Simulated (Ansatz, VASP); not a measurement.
## One calculation of Ru, two programs

```
Ru
1.0
     0.00000    1.82305    1.96945
     1.82305    0.00000    1.96945
     1.82305    1.82305    0.00000
Ru
1
Direct
  0.00000 0.00000 0.00000
```

Alike in both runs: task single point; functional PBE; k mesh 22 × 22 × 22; occupations gaussian, width 0.15 eV; no spin polarisation.

```csv
,VASP,Ansatz
version,VASP 6.6.1,Ansatz 0.2.0
potentials or method,"VASP PAW PBE potentials, release 64 (Ru_pv), cutoff 520 eV","scalar-relativistic, plane waves, PAW"
valence electrons in the cell,14,16
```

```tsv
	VASP	Ansatz	Ansatz less VASP
gap on the k mesh at the Fermi level (eV)	none	none	-
pressure (GPa)	20.3	20.3	-0.01
traceless stress, the component that is largest in VASP (GPa)	-16.23	-16.24	-0.004
```

A gap of «none» marks a metal or a gap that the smearing closes. VASP's potentials hold 14 valence electrons a cell and Ansatz's 16, so a difference there can come from the potentials and not from the codes.
